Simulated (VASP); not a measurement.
A run of VASP 6.6.1 is set up as follows.

File INCAR:

```
ALGO = Normal ; EDIFF = 1E-8
ENCUT = 520 ; ISIF = 2
ISMEAR = -1 ; LASPH = True
LCHARG = False ; LEFG = True
LREAL = False ; LWAVE = False
NBANDS = 26 ; NELM = 60
PREC = Accurate ; SIGMA = 0.08
```

The input KPOINTS:

```
k-points
0
Gamma
  6 6 11
```

File POSCAR:

```
InSb
1.0
    5.2476427844      0.0000000000      0.0000000000
    0.0000000000      5.5953958530      0.0000000000
    0.0000000000      0.0000000000      3.0004722510
In Sb
2 2
Direct
    0.0000000000      0.0000000000      0.0000000000
    0.5000000000      0.5000000000      0.0000000000
    0.5000000000      0.0000000000      0.8350000000
    0.0000000000      0.5000000000      0.1650000000
```

Potentials or basis: VASP PAW LDA potentials, release 64 (In_d, Sb).

The run is started by

```sh
$ cat potpaw_LDA.64/In_d/POTCAR potpaw_LDA.64/Sb/POTCAR > POTCAR
$ mpirun -np 1 vasp_std > vasp.out
```

(1) Estimate the pressure.

(2) What does it give for the largest force?

Results:

(1) 19.6 GPa.

(2) 0.793 eV/Å.

Caveat: without QUAD_EFG the Cq values of the log hold for a quadrupole moment of 1 mb, not for the nuclei.
